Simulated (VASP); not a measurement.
A run of VASP 6.6.1:

Contents of INCAR:

```
PREC     = Accurate       # precision mode
ENCUT    = 520            # plane-wave cutoff, eV
EDIFF    = 1E-6           # SCF threshold, eV
ISMEAR   = -1             # smearing method
SIGMA    = 0.05           # smearing width, eV
LREAL    = False          # projectors in reciprocal space
LASPH    = True           # aspherical terms in the spheres
NELM     = 150            # most SCF steps
ALGO     = Normal         # electronic algorithm
ISIF     = 2              # what is computed and relaxed
LWAVE    = False          # write WAVECAR
LCHARG   = False          # write CHGCAR
ISPIN    = 2              # spin polarisation
MAGMOM   = 0 2.5          # initial moments
LORBIT   = 11             # projections on sites
LMAXMIX  = 4              # l up to which the mixer works
NBANDS   = 17             # bands
```

KPOINTS

```
Automatic mesh
0
Gamma
  10 10 10
```

The input POSCAR:

```
AlCo
1.0
    2.7935888493      0.0000000000      0.0000000000
    0.0000000000      2.7935888493      0.0000000000
    0.0000000000      0.0000000000      2.7935888493
Al Co
1 1
Direct
    0.0000000000      0.0000000000      0.0000000000
    0.5000000000      0.5000000000      0.5000000000
```

Potentials or basis: VASP PAW LDA potentials, release 64 (Al, Co).

Command:

```sh
$ cat potpaw_LDA.64/Al/POTCAR potpaw_LDA.64/Co/POTCAR > POTCAR
$ mpirun -np 1 vasp_std > vasp.out
```

Hardware: 1 thread of Intel(R) Xeon(R) 6975P-C (Granite Rapids), on a shared host.

Problem. How long does it take, and how much memory?

Solution. Wall time 12 s on 1 thread of Intel(R) Xeon(R) 6975P-C (Granite Rapids), on a shared host, peak memory 0.15 GiB. Counts: scf iterations 13, k points 56.
